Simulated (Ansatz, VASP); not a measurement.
## Two plane-wave programs on Zr

```
Zr
1.0
     0.00000    3.06946    3.06946
     3.06946    0.00000    3.06946
     3.06946    3.06946    0.00000
Zr
2
Direct
  0.87500 0.87500 0.87500
  0.12500 0.12500 0.12500
```

Alike in both runs: functional PBEsol; k mesh 12 × 12 × 12; occupations fermi-dirac, width 0.1 eV; no spin polarisation.

Ansatz relaxed the structure, and its values are those at the end. VASP's run is a single point on that final structure, the one shown.

|  | VASP | Ansatz |
| --- | --- | --- |
| version | VASP 6.6.1 | Ansatz 0.2.0 |
| potentials or method | VASP PAW PBE potentials, release 64 (Zr_sv) | PAW with Ansatz's default frozen-core files, scalar-relativistic |
| plane-wave cutoff (eV) | 520 | 420 |
| valence electrons in the cell | 24 | 24 |

Ansatz gave:

| Item | Value |
| --- | --- |
| pressure (GPa) | 0.0 |

**Question.** Which values does VASP return?

**Answer.** Pressure (GPa): 0.2.

VASP's potentials were made for PBE, not for PBEsol.
